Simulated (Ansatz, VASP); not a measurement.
**Sb: VASP beside Ansatz**

```
Sb
1.0
    -1.62987    1.62987    1.62987
     1.62987   -1.62987    1.62987
     1.62987    1.62987   -1.62987
Sb
1
Cartesian
  0.0000 0.0000 0.0000
```

Change from the starting cell: volume scaled by 0.68, crystal datasets.

Alike in both runs: task single point; functional LDA; k mesh 14 × 14 × 14; occupations fermi-dirac, width 0.08 eV; no spin polarisation.

```csv
,VASP,Ansatz
version,VASP 6.6.1,Ansatz 0.2.0
potentials or method,"VASP PAW LDA potentials, release 64 (Sb), cutoff 500 eV","all-electron PAW with datasets made for the crystal, scalar-relativistic"
```

|  | VASP | Ansatz | Ansatz less VASP |
| --- | --- | --- | --- |
| pressure (GPa) | 69.4 | 67.3 | -2.08 |

LDA's correlation is that of Perdew and Zunger in VASP and of Perdew and Wang (1992) in Ansatz. Both programs put the cell under a high pressure, so it lies far from rest at this level. Ansatz ran all-electron here, and VASP with PAW potentials.

Neither program's run includes spin-orbit coupling. Noted on VASP's run: the cell as given lies far from equilibrium.
